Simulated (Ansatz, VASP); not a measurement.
# Ti2BN: VASP beside Ansatz

```
Ti B N
1.0
     3.06847    0.00000    0.00000
    -1.53424    2.65738    0.00000
     0.00000    0.00000    5.94062
Ti B N
2 1 1
Direct
  0.00000 0.00000 0.25656
  0.00000 0.00000 0.74344
  0.00000 0.00000 0.50000
  0.00000 0.00000 0.00000
```

Change from the starting cell: volume scaled by 1.06.

Alike in both runs: task single point; functional PBE; k mesh 10 × 10 × 5; occupations fermi-dirac, width 0.05 eV; no spin polarisation.

|  | VASP | Ansatz |
| --- | --- | --- |
| version | VASP 6.6.1 | Ansatz 0.2.0 |
| potentials or method | VASP PAW PBE potentials, release 64 (Ti_sv, B, N), cutoff 520 eV | all-electron LAPW, scalar-relativistic |

VASP gave:

| Property | Result |
| --- | --- |
| gap on the k mesh at the Fermi level (eV) | none |
| pressure (GPa) | 96.5 |
| traceless stress, the component that is largest in VASP (GPa) | 173.66 |
| rms of the force components (eV/Å) | 2.090 |

What did Ansatz give for the same quantities?

gap on the k mesh at the Fermi level (eV): none; pressure (GPa): 96.0; traceless stress, the component that is largest in VASP (GPa): 171.70; rms of the force components (eV/Å): 2.331.

Atom by atom the forces differ by 0.241 eV/Å (rms over components). A gap of «none» marks a metal or a gap that the smearing closes. Both programs put the cell under a high pressure, so it lies far from rest at this level. Ansatz ran all-electron here, and VASP with PAW potentials.

Noted on VASP's run: the cell as given lies far from equilibrium.
